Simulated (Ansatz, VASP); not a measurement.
# Two plane-wave programs on Hg

Contents of POSCAR:

```
Hg
1.0
    1.8778599936      1.0841829728      2.1547276236
   -1.8778599936      1.0841829728      2.1547276236
    0.0000000000     -2.1683659456      2.1547276235
Hg
1
Direct
    0.0000000000      0.0000000000      0.0000000000
```

File INCAR.step1:

```
SYSTEM = Hg
ALGO     = Normal         ! electronic algorithm
EDIFF    = 1E-4           ! SCF threshold, eV
ENCUT    = 520            ! plane-wave cutoff, eV
GGA      = PE             ! functional
ISMEAR   = -1             ! smearing method
LASPH    = .TRUE.         ! aspherical terms in the spheres
LCHARG   = .FALSE.        ! write CHGCAR
LREAL    = .FALSE.        ! projectors in reciprocal space
LWAVE    = .TRUE.         ! write WAVECAR
NBANDS   = 12             ! bands
NELM     = 60             ! most SCF steps
PREC     = Accurate       ! precision mode
SIGMA    = 0.01           ! smearing width, eV
```

The input INCAR.step2:

```
SYSTEM = Hg
ALGO     = Normal         ! electronic algorithm
EDIFF    = 1E-6           ! SCF threshold, eV
ENCUT    = 520            ! plane-wave cutoff, eV
ISIF     = 2              ! what is computed and relaxed
ISMEAR   = -1             ! smearing method
ISTART   = 1            
LASPH    = .TRUE.         ! aspherical terms in the spheres
LCHARG   = .TRUE.         ! write CHGCAR
LELF     = .TRUE.         ! ELF
LMIXTAU  = .TRUE.       
LREAL    = .FALSE.        ! projectors in reciprocal space
LVHAR    = .TRUE.       
LWAVE    = .FALSE.        ! write WAVECAR
METAGGA  = R2SCAN         ! meta-GGA
NBANDS   = 12             ! bands
NELM     = 60             ! most SCF steps
PREC     = Accurate       ! precision mode
SIGMA    = 0.01           ! smearing width, eV
```

Contents of KPOINTS:

```
k-points
0
G
  11 11 11
  0 0 0
```

Input for Ansatz:

```yaml
crystal:
  lattice:
    - [1.8778599936, 1.0841829728, 2.1547276236]
    - [-1.8778599936, 1.0841829728, 2.1547276236]
    - [0.0, -2.1683659456, 2.1547276235]
  atoms:
    - { symbol: Hg, position: [0.0, 0.0, 0.0] }
hamiltonian:
  xc: r2scan
  pseudopotentials:
    kind: paw
    azcp:
      Hg: "pseudopotentials/Hg.paw.azcp"
basis:
  ecutwfc: 500
  fft_grid_basis: typed
kpoints:
  mp_grid: { grid: [11, 11, 11], shift: [0, 0, 0] }
magnetization:
  spin_polarized: false
scf:
  occupations: { method: fermi_dirac, width: 0.01 }
  lower_state_search: "off"
output:
  stress: true
```

Alike in both runs: task single point; functional r2SCAN; k mesh 11 × 11 × 11; occupations fermi-dirac, width 0.01 eV; no spin polarisation.

|  | VASP | Ansatz |
| --- | --- | --- |
| version | VASP 6.6.1 | Ansatz 0.2.0 |
| potentials or method | VASP PAW PBE potentials, release 64 (Hg), cutoff 520 eV | plane waves (500 eV) with PAW, scalar-relativistic |
| valence electrons in the cell | 12 | 20 |

Ansatz gave:

- pressure (GPa): 0.1
- traceless stress, the component that is largest in VASP (GPa): 0.27

Q: What did VASP give for the same quantities?

A: Pressure (GPa): 0.5; traceless stress, the component that is largest in VASP (GPa): 0.40.

VASP's potentials were made for PBE, not for r2SCAN. VASP's potentials hold 12 valence electrons a cell and Ansatz's 20, so a difference there can come from the potentials and not from the codes.

Spin-orbit coupling is off throughout.
